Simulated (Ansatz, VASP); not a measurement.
## Two plane-wave programs on Ti

```
Ti
1.0
     0.00000    2.83656    2.83656
     2.83656    0.00000    2.83656
     2.83656    2.83656    0.00000
Ti
2
Cartesian
  2.8366 2.8366 2.8366
  4.2548 4.2548 4.2548
```

Alike in both runs: functional PBE; k mesh 12 × 12 × 12; occupations gaussian, width 0.1 eV; no spin polarisation.

Ansatz relaxed the structure, and its values are those at the end. VASP's run is a single point on that final structure, the one shown.

```csv
,VASP,Ansatz
version,VASP 6.6.1,Ansatz 0.2.0
potentials or method,"VASP PAW PBE potentials, release 64 (Ti_sv), cutoff 520 eV","scalar-relativistic, plane waves, PAW"
valence electrons in the cell,24,24
```

```tsv
	VASP	Ansatz	Ansatz less VASP
gap on the k mesh at the Fermi level (eV)	none	none	-
pressure (GPa)	0.1	0.0	-0.02
```

A gap of «none» marks a metal or a gap that the smearing closes.
